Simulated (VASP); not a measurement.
Set up this calculation in VASP 6.6.1, as the native input.

| Quantity | Value |
| --- | --- |
| Task | single point |
| Functional | PBEsol |
| Potentials or basis | VASP PAW PBE potentials, release 64 (Os) |
| Cutoff | 520 eV |
| k mesh | 12 × 12 × 1 |
| Occupations | gaussian, width 0.1 eV |
| Spin | no spin polarisation |
| Dipole correction | yes |
| Further INCAR settings | ALGO = Normal; EDIFF = 1e-07; NBANDS = 28 |

The structure of Os lies in POSCAR:

```
Os
1.0
    2.7340999805      0.0000000000      0.0000000000
   -1.3670499902      2.3678000396      0.0000000000
    0.0000000000      0.0000000000     28.6393998385
Os
5
Direct
    0.3333333333      0.6666666667      0.3491693281
    0.6666666667      0.3333333333      0.4245846594
    0.3333333333      0.6666666667      0.4999004374
    0.6666666667      0.3333333333      0.5758563468
    0.3333333333      0.6666666667      0.6481299252
```

These files were run (other wordings do the same):

INCAR

```
PREC = Accurate
ENCUT = 520
EDIFF = 1E-7
ISMEAR = 0
SIGMA = 0.1
LREAL = False
LASPH = True
NELM = 60
ALGO = Normal
ISIF = 2
LWAVE = False
LCHARG = False
LDIPOL = True
IDIPOL = 3
DIPOL = 0.5 0.5 0.500
GGA = PS
NBANDS = 28
```

KPOINTS

```
Automatic mesh
0
Gamma
  12 12 1
```

Potentials or basis: VASP PAW PBE potentials, release 64 (Os).

Run with:

```console
$ cat potpaw_PBE.64/Os/POTCAR > POTCAR
$ mpirun -np 1 vasp_std > vasp.out
```

Results of the run:

```json
{
  "Largest force": "1.181 eV/Å",
  "Band gap on the k mesh": "zero (bands 20 and 21 overlap by 3.28 eV)"
}
```

Caveat: the PAW data sets were made with another functional, which shifts forces and pressure a little; spin-orbit coupling is left out, which moves the levels of the heavy elements.

Wall time 3.6 min on 1 thread of AMD EPYC 7R13 Processor (Zen 3), on a shared host, peak memory 0.27 GiB.
